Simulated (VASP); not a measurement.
A run of VASP 6.6.1:

File INCAR:

```
SYSTEM = Ga6HN6
ALGO     = Normal         ! electronic algorithm
DIPOL    = 0.5 0.5 0.461
EDIFF    = 1E-7           ! SCF threshold, eV
ENCUT    = 520            ! plane-wave cutoff, eV
GGA      = PE             ! functional
IDIPOL   = 3            
ISIF     = 2              ! what is computed and relaxed
ISMEAR   = 0              ! smearing method
IVDW     = 12             ! dispersion correction
LASPH    = .TRUE.         ! aspherical terms in the spheres
LCHARG   = .TRUE.         ! write CHGCAR
LDIPOL   = .TRUE.       
LELF     = .TRUE.         ! ELF
LREAL    = Auto         
LVACPOTAV= .TRUE.       
LVHAR    = .TRUE.       
LWAVE    = .FALSE.        ! write WAVECAR
NBANDS   = 128            ! bands
NELM     = 80             ! most SCF steps
PREC     = Accurate       ! precision mode
SIGMA    = 0.05           ! smearing width, eV
```

The input KPOINTS:

```
k-points
0
G
  3 3 1
  0 0 0
```

The input POSCAR:

```
Ga6HN6
1.0
    6.3931260417      0.0000000000      0.0000000000
    0.0000000000      5.2085710379      0.0000000000
    0.0000000000      0.0000000000     25.1417778220
Ga N H
12 12 2
Direct
    0.5000000000      0.0008110330      0.3181954775
    0.0000000000      0.0008110330      0.3181954775
    0.7500000000      0.5008110330      0.3548980634
    0.2500000000      0.5008110330      0.3548980634
    0.7500000000      0.0008110330      0.4283032352
    0.2500000000      0.0008110330      0.4283032352
   -0.0001809262      0.4989537958      0.4629037732
    0.5001870908      0.4989364248      0.4629108684
   -0.0001680678      0.0042265460      0.5415340711
    0.5002608645      0.0041473866      0.5415503222
    0.2500488433      0.4693987037      0.5637902831
    0.7500442917      0.4702431942      0.5651614444
    0.5000000000      0.6241889670      0.3181954775
    0.0000000000      0.6241889670      0.3181954775
    0.7500000000      0.1241889670      0.3548980634
    0.2500000000      0.1241889670      0.3548980634
    0.7500000000      0.6241889670      0.4283032352
    0.2500000000      0.6241889670      0.4283032352
   -0.0001299094      0.1232125541      0.4640596847
    0.5001340021      0.1231884354      0.4640680486
   -0.0004811531      0.6282711960      0.5390845525
    0.5005726379      0.6281869082      0.5390979829
    0.2500232616      0.1223530172      0.5742595997
    0.7500850298      0.1215977021      0.5748860315
    0.7511075521      0.7826235004      0.6410281595
    0.7507865344      0.6531786106      0.6555910239
```

Potentials or basis: VASP PAW PBE potentials, release 64 (Ga_d, N, H).

The run is started by

```console
$ cat potpaw_PBE.64/Ga_d/POTCAR potpaw_PBE.64/N/POTCAR potpaw_PBE.64/H/POTCAR > POTCAR
$ mpirun -np 1 vasp_std > vasp.out
```

Hardware: 1 thread of Intel(R) Xeon(R) Platinum 8488C (Sapphire Rapids), on a shared host.

Estimate the wall time of this run.

Wall time 16 min on 1 thread of Intel(R) Xeon(R) Platinum 8488C (Sapphire Rapids) (shared host), peak memory 0.94 GiB. Counts: scf iterations 33, k points 5.
